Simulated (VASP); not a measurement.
Here is a VASP 6.6.1 calculation.

The input INCAR:

```
  ALGO = Normal
  EDIFF = 1E-6
  ENCUT = 520
  GGA = PE
  ISIF = 2
  ISMEAR = 0
  LASPH = T
  LCHARG = T
  LELF = T
  LREAL = F
  LVHAR = T
  LWAVE = F
  NBANDS = 26
  NELM = 100
  PREC = Accurate
  SIGMA = 0.05
```

The input KPOINTS:

```
k-points
0
Gamma
  8 6 4
```

POSCAR

```
AlN
1.0
   -1.6567491617      2.8695737234      0.0000000000
    0.0000000000      0.0000000000      4.1874629526
    4.9702474850      2.8695737234      0.0000000000
Al N
4 4
Direct
    0.5899711338      0.7500000000      0.1206044937
    0.0000000000      0.7500000000      0.6666666667
    0.0000000000      0.2500000000      0.3333333333
    0.5000000000      0.2500000000      0.8333333333
    0.5000000000      0.2500000000      0.1666666667
    0.0000000000      0.2500000000      0.6666666667
    0.0000000000      0.7500000000      0.3333333333
    0.5000000000      0.7500000000      0.8333333333
```

Potentials or basis: VASP PAW PBE potentials, release 64 (Al, N).

Run with:

```bash
$ cat potpaw_PBE.64/Al/POTCAR potpaw_PBE.64/N/POTCAR > POTCAR
$ mpirun -np 1 vasp_std > vasp.out
```

**Question.** What does it give for the band gap on the k mesh?

**Answer.** 2.73 eV.

**Question.** Estimate the largest force.

**Answer.** 6.960 eV/Å.

Stress tensor (GPa, compression positive):
```
5.96 8.40 0.00
8.40 7.82 0.00
0.00 0.00 0.29
```

Caveat: the cell differs from its parent crystal (atom 1 (Al) moved by -0.378 Å along [1 0 0] and +0.126 Å along [1 2 0]); the stress differs along the axes, from 0 to 8 GPa; forces of over 1 eV/Å act on the atoms, so gaps and moduli don't describe the material at rest.
